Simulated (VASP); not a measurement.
A run of VASP 6.6.1 is set up as follows.

INCAR

```
PREC = Accurate ; ENCUT = 600
EDIFF = 1E-6 ; ISMEAR = 0
SIGMA = 0.02 ; LREAL = F
LASPH = T ; NELM = 80
ALGO = Normal ; ISIF = 3
LWAVE = F ; LCHARG = F
GGA = PS ; IBRION = 2
NSW = 100 ; EDIFFG = -0.005
```

File KPOINTS:

```
Automatic mesh
0
Gamma
  8 8 4
```

The input POSCAR:

```
I
1.0
    3.6647286240     -2.2675950539      0.0000000000
    3.6647286240      2.2675950539      0.0000000000
    0.0000000000      0.0000000000      9.4750824082
I
4
Direct
    0.8260772025      0.1739227975      0.8778207272
    0.3260772025      0.6739227975      0.6221792728
    0.1739227975      0.8260772025      0.1221792728
    0.6739227975      0.3260772025      0.3778207272
```

Potentials or basis: VASP PAW PBE potentials, release 64 (I).

Command:

```bash
$ cat potpaw_PBE.64/I/POTCAR > POTCAR
$ mpirun -np 1 vasp_std > vasp.out
```

Estimate the space group after relaxing (to 0.05 Å).

Cmce (No. 64).

Predict the relaxed volume.

39.66 Å³/atom.

Estimate the band gap on the k mesh.

0.80 eV, indirect (least direct gap 1.08 eV).

Final structure:
```xyz
4
Lattice="3.7547 -2.1926 0.0000 3.7547 2.1926 0.0000 0.0000 0.0000 9.6355" Properties=species:S:1:pos:R:3 pbc="T T T"
I     3.7547   -1.4324    8.4533
I     3.7547    0.7602    6.0000
I     3.7547    1.4324    1.1822
I     3.7547   -0.7602    3.6355
```

Caveat: the PAW data sets were made with another functional, which shifts forces and pressure a little; spin-orbit coupling is left out, which moves the levels of the heavy elements. Zero-point motion and thermal expansion aren't in these numbers.
